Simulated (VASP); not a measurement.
# Os (P6_3/mmc) in VASP: further runs, part 2 of 2

VASP 6.6.1.

## Step 3: Single point, PBE

This run uses another cell than the first one, of 21.45 Å³/atom.

Contents of INCAR:

```
  ALGO = Fast
  EDIFF = 1E-6
  ENCUT = 520
  GGA = PE
  ISIF = 2
  ISMEAR = 0
  LASPH = T
  LCHARG = F
  LREAL = F
  LWAVE = F
  NBANDS = 24
  NELM = 80
  PREC = Accurate
  SIGMA = 0.1
```

Contents of KPOINTS:

```
k-points
0
Gamma
  12 12 6
```

Contents of POSCAR:

```
Os
1.0
    3.8363777882      0.0000000000      0.0000000000
   -1.9181888941      3.3224006231      0.0000000000
    0.0000000000      0.0000000000      6.7303098940
Os
4
Direct
    0.3333333333      0.6666666667      0.4344979930
    0.6666666667      0.3333333333      0.9344979930
    0.6666666667      0.3333333333      0.5655020070
    0.3333333333      0.6666666667      0.0655020070
```

Potentials or basis: VASP PAW PBE potentials, release 64 (Os).

Launch:

```sh
$ cat potpaw_PBE.64/Os/POTCAR > POTCAR
$ mpirun -np 1 vasp_std > vasp.out
```

OUTCAR:

```text
EDIFF = 1E-6
   ENCUT = 520
   GGA = PE
   ISIF = 2
   ISMEAR = 0
   LASPH = T
   LREAL = F
   NELM = 80
   PREC = Accurate

 ion  position               nearest neighbor table
   1  0.333  0.667  0.434-   3 2.38   3 2.38   3 2.38   4 2.48
   2  0.667  0.333  0.934-   4 2.38   4 2.38   4 2.38   3 2.48
   3  0.667  0.333  0.566-   1 2.38   1 2.38   1 2.38   2 2.48
   4  0.333  0.667  0.066-   2 2.38   2 2.38   2 2.38   1 2.48

  LATTYP: Found a hexagonal cell.
 ALAT       =     3.8363777882
 C/A-ratio  =     1.7543397094

  Lattice vectors:

 A1 = (   3.8363777882,   0.0000000000,   0.0000000000)
 A2 = (  -1.9181888941,   3.3224006231,   0.0000000000)
 A3 = (   0.0000000000,   0.0000000000,   6.7303098940)

Analysis of symmetry for initial positions (statically):
=====================================================================
 Subroutine PRICEL returns:
 Original cell was already a primitive cell.

 Routine SETGRP: Setting up the symmetry group for a
 hexagonal supercell.

 Subroutine GETGRP returns: Found 24 space group operations
 (whereof 12 operations were pure point group operations)
 out of a pool of 24 trial point group operations.

The static configuration has the point symmetry D_3d.
 The point group associated with its full space group is D_6h.

Analysis of symmetry for dynamics (positions and initial velocities):
=====================================================================
 Subroutine PRICEL returns:
 Original cell was already a primitive cell.

 Routine SETGRP: Setting up the symmetry group for a
 hexagonal supercell.

 Subroutine GETGRP returns: Found 24 space group operations
 (whereof 12 operations were pure point group operations)
 out of a pool of 24 trial point group operations.

The dynamic configuration has the point symmetry D_3d.
 The point group associated with its full space group is D_6h.

 Subroutine INISYM returns: Found 24 space group operations
 (whereof 12 operations are pure point group operations),
 and found     1 'primitive' translations

----------------------------------------------------------------------------------------

                                     Primitive cell

  volume of cell :      85.7844

  direct lattice vectors                    reciprocal lattice vectors
     3.836377788  0.000000000  0.000000000     0.260662546  0.150493591  0.000000000
    -1.918188894  3.322400623  0.000000000     0.000000000  0.300987182  0.000000000
     0.000000000  0.000000000  6.730309894     0.000000000  0.000000000  0.148581568

  length of vectors
     3.836377788  3.836377788  6.730309894     0.300987182  0.300987182  0.148581568

  position of ions in fractional coordinates (direct lattice)
     0.333333333  0.666666667  0.434497993
     0.666666667  0.333333333  0.934497993
     0.666666667  0.333333333  0.565502007
     0.333333333  0.666666667  0.065502007

  ion indices of the primitive-cell ions
   primitive index   ion index
                 1           1
                 2           2
                 3           3
                 4           4

----------------------------------------------------------------------------------------

 KPOINTS: k-points

Automatic generation of k-mesh.
 Grid dimensions read from file:
[... 22 lines left out ...]
  0.000000  0.000000  0.000000      1.000000
  0.083333  0.000000  0.000000      6.000000
  0.166667  0.000000  0.000000      6.000000
  0.250000  0.000000  0.000000      6.000000
  0.333333  0.000000  0.000000      6.000000
  0.416667  0.000000  0.000000      6.000000
[... 16 lines left out ...]
  0.250000  0.000000  0.166667     12.000000
  0.333333  0.000000  0.166667     12.000000
 [... further k-points ...]
   k-points           NKPTS =     76   k-points in BZ     NKDIM =     76   number of bands    NBANDS=     24
   number of dos      NEDOS =    301   number of ions     NIONS =      4
   total plane-waves  NPLWV =  45000
   dimension x,y,z NGX =    30 NGY =   30 NGZ =   50
   dimension x,y,z NGXF=    60 NGYF=   60 NGZF=  100
   ions per type =               4
   NGX,Y,Z   is equivalent  to a cutoff of  13.00, 13.00, 12.35 a.u.
   NGXF,Y,Z  is equivalent  to a cutoff of  26.00, 26.00, 24.70 a.u.
 SYSTEM =  unknown system
   PREC   = accura    normal or accurate (medium, high low for compatibility)
   ISTART =      0    job   : 0-new  1-cont  2-samecut
   ICHARG =      2    charge: 1-file 2-atom 10-const
   ISPIN  =      1    spin polarized calculation?
   LNONCOLLINEAR =      F non collinear calculations
   LSORBIT =      F    spin-orbit coupling
   LASPH  =      T    aspherical Exc in radial PAW
   ENCUT  =  520.0 eV  38.22 Ry    6.18 a.u.   7.13  7.13 12.51*2*pi/ulx,y,z
   NELM   =     80;   NELMIN=  2; NELMDL= -5     # of ELM steps
   EDIFF  = 0.1E-05   stopping-criterion for ELM
   LREAL  =      F    real-space projection
   EDIFFG = 0.1E-04   stopping-criterion for IOM
   NSW    =      0    number of steps for IOM
   IBRION =     -1    ionic relax: 0-MD 1-quasi-New 2-CG
   NFREE  =      0    steps in history (QN), initial steepest desc. (CG)
   ISIF   =      2    stress and relaxation
   ISYM   =      2    0-nonsym 1-usesym 2-fastsym
   POTIM  = 0.5000    time-step for ionic-motion
   TEBEG  =    0.0;   TEEND  =   0.0 temperature during run
   PSTRESS=    0.0 pullay stress
   NELECT =      32.0000    total number of electrons
   NUPDOWN=      -1.0000    fix difference up-down
   EMIN   =  10.00;   EMAX   =-10.00  energy-range for DOS
   EFERMI =   0.00;   METHOD = LEGACY
   ISMEAR =     0;   SIGMA  =   0.10  broadening in eV -4-tet -1-fermi 0-gaus
   EFERMI_NEDOS =   21; number of points for ismear=-14 and -15
   IALGO  =     68    algorithm
   IMIX   =      4    mixing-type and parameters
     AMIX     =   0.40;   BMIX     =  1.00
     AMIX_MAG =   1.60;   BMIX_MAG =  1.00
  volume/ion in A,a.u.               =      21.45       144.73
  Fermi-wavevector in a.u.,A,eV,Ry     =   1.178479  2.227003 18.895959  1.388814
  Thomas-Fermi vector in A             =   2.314808
   LORBIT       =      0    0 simple, 1 ext, 2 COOP (PROOUT), +10 PAW based schemes
   GGA     = PE    functional components
   LHFCALC =     F    Hartree Fock is set to
   AEXX    =    0.0000 exact exchange contribution
   IVDW    =     0    specifies the selected vdW correction
   LEPSILON=     F    determine dielectric tensor
   LRPA    =     F    only Hartree local field effects (RPA)
 non-spin polarized calculation
 RMM-DIIS sequential band-by-band and
 Gauss-broadening in eV      SIGMA  =   0.10
  energy-cutoff  :      520.00
  volume of cell :       85.78
 maximum number of plane-waves:      2334
 NGX is ok and might be reduce to    30
   NGX = 15   NGY = 15   NGZ = 25

 number of electron      32.0000002 magnetization

 Free energy of the ion-electron system (eV)
  ---------------------------------------------------
  ext. energy  EPLUGINS =         0.00000000
  ---------------------------------------------------
  free energy    TOTEN  =       -39.94527925 eV

  energy without entropy =      -39.93691585  energy(sigma->0) =      -39.94109755

 E-fermi :   4.4083     XC(G=0): -11.2165

 val. band max:        4.4052425433   @ k =   0.1667   0.0000   0.5000
 cond. band min:       4.4144867863   @ k =   0.3333   0.0000   0.3333
 fundamental gap:      0.0092442430
 Fermi energy:         4.4082627414

 k-point     1 :       0.0000    0.0000    0.0000
  band No.  band energies     occupation
      1      -3.1734      2.00000
      2      -0.9154      2.00000
      3      -0.1142      2.00000
      4      -0.1142      2.00000
      5       0.1092      2.00000
      6       0.1092      2.00000
[... 637 lines left out ...]
     23       8.0228      0.00000
     24       8.5523      0.00000

 [... further k-points ...]

------------------------ aborting loop because EDIFF is reached ----------------------------------------

  FORCE on cell =-STRESS in cart. coord.  units (eV):
  Direction    XX          YY          ZZ          XY          YZ          ZX
  --------------------------------------------------------------------------------------
  -------------------------------------------------------------------------------------
  Total       -0.6757025     -0.6757025     -0.4854504      0.0000000     -0.0000000      0.0000000
  in kB      -12.6199516    -12.6199516     -9.0666540      0.0000000     -0.0000000      0.0000000
  external PRESSURE =     -11.4355191 kB  Pullay stress =       0.0000000 kB

 VOLUME and BASIS-vectors are now :
 -----------------------------------------------------------------------------
  energy-cutoff  :      520.00
  volume of cell :       85.78
      direct lattice vectors                 reciprocal lattice vectors
     3.836377788  0.000000000  0.000000000     0.260662546  0.150493591  0.000000000
    -1.918188894  3.322400623  0.000000000     0.000000000  0.300987182  0.000000000
     0.000000000  0.000000000  6.730309894     0.000000000  0.000000000  0.148581568

 POSITION                                       TOTAL-FORCE (eV/Angst)
 -----------------------------------------------------------------------------------
     -0.00000      2.21493      2.92431         0.000000      0.000000      0.057132
      1.91819      1.10747      6.28946        -0.000000      0.000000      0.057132
      1.91819      1.10747      3.80600        -0.000000     -0.000000     -0.057132
     -0.00000      2.21493      0.44085        -0.000000     -0.000000     -0.057132
 -----------------------------------------------------------------------------------
    total drift:                               -0.000000      0.000000     -0.000000

  FREE ENERGIE OF THE ION-ELECTRON SYSTEM (eV)
  ---------------------------------------------------
  free  energy   TOTEN  =       -39.9452792511 eV

  energy  without entropy=      -39.9369158487  energy(sigma->0) =      -39.94109755
```

Run time: 2.4 min. Hardware: 1 thread of Intel Xeon Platinum 8488C (Sapphire Rapids), shared host; peak memory 0.27 GiB.

Results:

```yaml
Free_energy: -39.9453 eV
Pressure: -1.1 GPa
Largest_force: 0.057 eV/Å
Band_gap_on_the_k_mesh: zero (bands 16 and 17 overlap by 0.50 eV)
```

Forces in eV/Å, atoms in the order of the input:
```
Os   0.000  0.000  0.057
Os   0.000  0.000  0.057
Os   0.000  0.000 -0.057
Os   0.000  0.000 -0.057
```

Caveat: spin-orbit coupling is left out, which moves the levels of the heavy elements.

## Step 4: Relaxation of cell and atoms, PBE

This run uses another cell than the first one, of 18.93 Å³/atom.

Contents of INCAR:

```
SYSTEM = Os
PREC     = Accurate       ! precision mode
ENCUT    = 600            ! plane-wave cutoff, eV
EDIFF    = 1E-7           ! SCF threshold, eV
ISMEAR   = 0              ! smearing method
SIGMA    = 0.1            ! smearing width, eV
LREAL    = .False.        ! projectors in reciprocal space
LASPH    = .True.         ! aspherical terms in the spheres
NELM     = 60             ! most SCF steps
ALGO     = Normal         ! electronic algorithm
ISIF     = 3              ! what is computed and relaxed
LWAVE    = .False.        ! write WAVECAR
LCHARG   = .False.        ! write CHGCAR
GGA      = PE             ! functional
IBRION   = 2              ! ionic algorithm
NSW      = 90             ! ionic steps
EDIFFG   = -0.04          ! ionic threshold
```

Contents of KPOINTS:

```
regular mesh
0
Gamma
  6 6 4
  0 0 0
```

Contents of POSCAR:

```
Os
1.0
    4.2086505327      0.0000000000      0.0000000000
   -2.1043252664      3.6447982770      0.0000000000
    0.0000000000      0.0000000000      4.9360151813
Os
4
Direct
    0.0000000000      0.0000000000      0.2500000000
    0.0000000000      0.0000000000      0.7500000000
    0.3333333333      0.6666666667      0.7500000000
    0.6666666667      0.3333333333      0.2500000000
```

Launch:

```sh
$ cat potpaw_PBE.64/Os/POTCAR > POTCAR
$ mpirun -np 1 vasp_std > vasp.out
```

Run time: 6.9 min. Hardware: 1 thread of Oxide Virtual Turin-like, shared host; peak memory 0.21 GiB.

The run converged. Its results:

- Free energy: -38.0747 eV
- Relaxed volume: 18.72 Å³/atom
- Relaxed cell: a = 4.227 Å, b = 4.227 Å, c = 4.838 Å, α = 90.00°, β = 90.00°, γ = 120.00°
- Space group after relaxing (to 0.1 Å): P6_3/mmc (No. 194)
- Energy gained by relaxing: 5.2 meV/atom
- Ionic steps: 7
- Pressure after relaxing: 0.0 GPa

Step by step:
```csv
step,energy change (eV),largest force (eV/Å),pressure (GPa),volume (Å³)
1,0.0000,0.0000,-1.29,75.72
2,-0.0136,0.0000,2.77,74.04
3,-0.0165,0.0000,1.56,74.51
4,-0.0064,0.0000,-1.86,75.28
5,-0.0209,0.0000,0.26,74.78
6,-0.0208,0.0000,-0.29,74.99
7,-0.0210,0.0000,0.02,74.87
```

Final structure:
```cif
data_structure
_symmetry_space_group_name_H-M 'P 1'
_symmetry_Int_Tables_number 1
_cell_length_a 4.2274
_cell_length_b 4.2274
_cell_length_c 4.8380
_cell_angle_alpha 90.000
_cell_angle_beta 90.000
_cell_angle_gamma 120.000
_cell_volume 74.87
loop_
_atom_site_label
_atom_site_type_symbol
_atom_site_fract_x
_atom_site_fract_y
_atom_site_fract_z
_atom_site_occupancy
Os1 Os 0.00000 0.00000 0.25000 1
Os2 Os 0.00000 0.00000 0.75000 1
Os3 Os 0.33333 0.66667 0.75000 1
Os4 Os 0.66667 0.33333 0.25000 1
```

Levels at points of the mesh, in eV from the Fermi level:
```
           k point  band 14  band 15  band 16  band 17  band 18  band 19
(0.00, 0.00, 0.00)    -1.86    -1.86    -1.23    -0.37     0.50     0.50
(0.50, 0.00, 0.00)    -0.46    -0.36     0.82     0.90     0.95     1.26
(0.00, 0.00, 0.50)    -1.65    -1.65    -1.65    -0.63    -0.63    -0.06
(0.50, 0.00, 0.50)    -1.56     0.07     0.07     0.23     0.23     0.41
```

Caveat: the highest band is partly filled, so the run has too few bands; spin-orbit coupling is left out, which moves the levels of the heavy elements.

## Step 5: Single point, PBE

This run uses another cell than the first one, of 18.82 Å³/atom.

Contents of INCAR:

```
SYSTEM = Os
PREC = Accurate
ENCUT = 520
EDIFF = 1E-6
ISMEAR = 0
SIGMA = 0.1
LREAL = .FALSE.
LASPH = .TRUE.
NELM = 60
ALGO = Fast
ISIF = 2
LWAVE = .FALSE.
LCHARG = .FALSE.
GGA = PE
NBANDS = 24
```

Contents of KPOINTS:

```
Automatic mesh
0
G
  12 12 10
  0 0 0
```

Contents of POSCAR:

```
Os
1.0
    4.2210365302      0.0000000000      0.0000000000
   -2.1105182651      3.6555248654      0.0000000000
    0.0000000000      0.0000000000      4.8780059703
Os
4
Direct
    0.0000000000      0.0000000000      0.2500000000
    0.0000000000      0.0000000000      0.7500000000
    0.3333333333      0.6666666667      0.7500000000
    0.6666666667      0.3333333333      0.2500000000
```

Launch:

```sh
$ cat potpaw_PBE.64/Os/POTCAR > POTCAR
$ mpirun -np 1 vasp_std > vasp.out
```

Run time: 3.1 min. Hardware: 1 thread of Oxide Virtual Turin-like, shared host; peak memory 0.26 GiB.

Results (log left out):

```yaml
Free_energy: -38.0313 eV
Pressure: -0.7 GPa
Band_gap_on_the_k_mesh: zero (bands 16 and 17 overlap by 1.97 eV)
```

Stress tensor (GPa, compression positive):
```
-0.94  0.00  0.00
 0.00 -0.94  0.00
 0.00  0.00 -0.28
```

Levels at points of the mesh, in eV from the Fermi level:
```tsv
k point	band 14	band 15	band 16	band 17	band 18	band 19
(0.00, 0.00, 0.00)	-1.84	-1.84	-1.22	-0.42	0.51	0.51
(0.50, 0.00, 0.00)	-0.44	-0.29	0.77	0.93	0.96	1.30
(0.00, 0.00, 0.50)	-1.65	-1.65	-1.65	-0.60	-0.60	-0.04
(0.50, 0.00, 0.50)	-1.53	0.07	0.07	0.26	0.26	0.46
```

Caveat: spin-orbit coupling is left out, which moves the levels of the heavy elements.

## Step 6: Relaxation of cell and atoms, PBE

This run uses another cell than the first one, of 21.46 Å³/atom.

Contents of INCAR:

```
PREC = Accurate
ENCUT = 600
EDIFF = 1E-6
ISMEAR = 0
SIGMA = 0.1
LREAL = F
LASPH = T
NELM = 100
ALGO = Fast
ISIF = 3
LWAVE = F
LCHARG = F
GGA = PE
IBRION = 2
NSW = 100
EDIFFG = -0.01
```

Contents of KPOINTS:

```
Automatic mesh
0
Gamma
  12 12 6
```

Contents of POSCAR:

```
Os
1.0
    3.8762738873      0.0000000000      0.0000000000
   -1.9381369436      3.3569516584      0.0000000000
    0.0000000000      0.0000000000      6.5980782090
Os
4
Direct
    0.3333333333      0.6666666667      0.4369224993
    0.6666666667      0.3333333333      0.9369224993
    0.6666666667      0.3333333333      0.5630775007
    0.3333333333      0.6666666667      0.0630775007
```

Potentials or basis: VASP PAW PBE potentials, release 64 (Os).

Launch:

```sh
$ cat potpaw_PBE.64/Os/POTCAR > POTCAR
$ mpirun -np 1 vasp_std > vasp.out
```

It took 22 min on 1 thread of Oxide Virtual Turin-like, shared host; peak memory 0.29 GiB.

Results (log left out):

- Free energy: -39.9471 eV
- Relaxed volume: 21.33 Å³/atom
- Relaxed cell: a = 3.826 Å, b = 3.826 Å, c = 6.729 Å, α = 90.00°, β = 90.00°, γ = 120.00°
- Space group after relaxing (to 0.1 Å): P6_3/mmc (No. 194)
- Energy gained by relaxing: 2.6 meV/atom
- Ionic steps: 13
- Pressure after relaxing: 0.1 GPa
- Band gap on the k mesh: zero (bands 16 and 17 overlap by 0.52 eV)

Forces on the atoms (eV/Å):
```
Os   0.000  0.000  0.003
Os   0.000  0.000  0.003
Os   0.000  0.000 -0.003
Os   0.000  0.000 -0.003
```

Step by step:
```csv
step,energy change (eV),largest force (eV/Å),pressure (GPa),volume (Å³)
1,0.0000,0.0426,-0.98,85.86
2,0.0081,0.1540,2.99,84.24
3,-0.0018,0.0735,0.21,85.37
4,-0.0040,0.0338,0.19,85.36
5,-0.0085,0.1075,0.11,85.30
6,-0.0087,0.1779,0.05,85.27
7,-0.0088,0.1461,0.08,85.28
8,-0.0097,0.1000,0.05,85.30
9,-0.0101,0.0540,0.02,85.31
10,-0.0101,0.0476,0.02,85.31
11,-0.0101,0.0449,0.01,85.31
12,-0.0102,0.0312,0.03,85.31
13,-0.0103,0.0026,0.05,85.32
```

Final structure:
```xyz
4
Lattice="3.8264 0.0000 0.0000 -1.9132 3.3138 0.0000 0.0000 0.0000 6.7285" Properties=species:S:1:pos:R:3 pbc="T T T"
Os    0.0000    2.2092    2.9231
Os    1.9132    1.1046    6.2874
Os    1.9132    1.1046    3.8054
Os    0.0000    2.2092    0.4412
```

Levels at points of the mesh, in eV from the Fermi level:
```
           k point  band 14  band 15  band 16  band 17  band 18  band 19
(0.00, 0.00, 0.00)    -1.29    -0.37    -0.37     0.46     0.46     2.20
(0.50, 0.00, 0.00)    -1.16    -0.74    -0.53     0.07     1.10     1.41
(0.00, 0.00, 0.50)    -1.88     0.22     0.22     0.22     0.22     2.34
(0.50, 0.00, 0.50)    -1.99    -0.32    -0.32     1.38     1.38     1.72
```

Caveat: spin-orbit coupling is left out, which moves the levels of the heavy elements.

## Step 7: Overview

```tsv
task	cell	k mesh	cutoff (eV)	gap on the mesh (eV)	pressure (GPa)	relaxed volume (Å³/atom)	largest force (eV/Å)
relaxation of cell and atoms	relaxed from a = 3.427, b = 3.427, c = 5.654 Å, angles 90.0, 90.0, 120.0°, 4 atoms, atomic positions A	6 × 6 × 4	600	none	-0.1	21.36	0.02
single point	a = 3.836, b = 3.836, c = 6.730 Å, angles 90.0, 90.0, 120.0°, 4 atoms, atomic positions B	12 × 12 × 6	520	none	-1.1	-	0.06
relaxation of cell and atoms	relaxed from a = 4.209, b = 4.209, c = 4.936 Å, angles 90.0, 90.0, 120.0°, 4 atoms, atomic positions C	6 × 6 × 4	600	-	0.0	18.72	-
single point	a = 4.221, b = 4.221, c = 4.878 Å, angles 90.0, 90.0, 120.0°, 4 atoms, atomic positions C	12 × 12 × 10	520	none	-0.7	-	-
relaxation of cell and atoms	relaxed from a = 3.876, b = 3.876, c = 6.598 Å, angles 90.0, 90.0, 120.0°, 4 atoms, atomic positions D	12 × 12 × 6	600	none	0.1	21.33	-
```

Alike in all rows: level PBE; potentials or basis VASP PAW PBE potentials, release 64 (Os); no spin polarisation; smearing gaussian 0.1 eV.

Caveats: spin-orbit coupling is left out, which moves the levels of the heavy elements; the volume moved by over 15 % at a fixed basis, so the end points are rough (at least some runs); the highest band is partly filled, so the run has too few bands (at least some runs).

Absolute energies hang on the potentials; compare differences alone.

The gap in the log of VASP goes by the Fermi energy; the results here count the filled bands.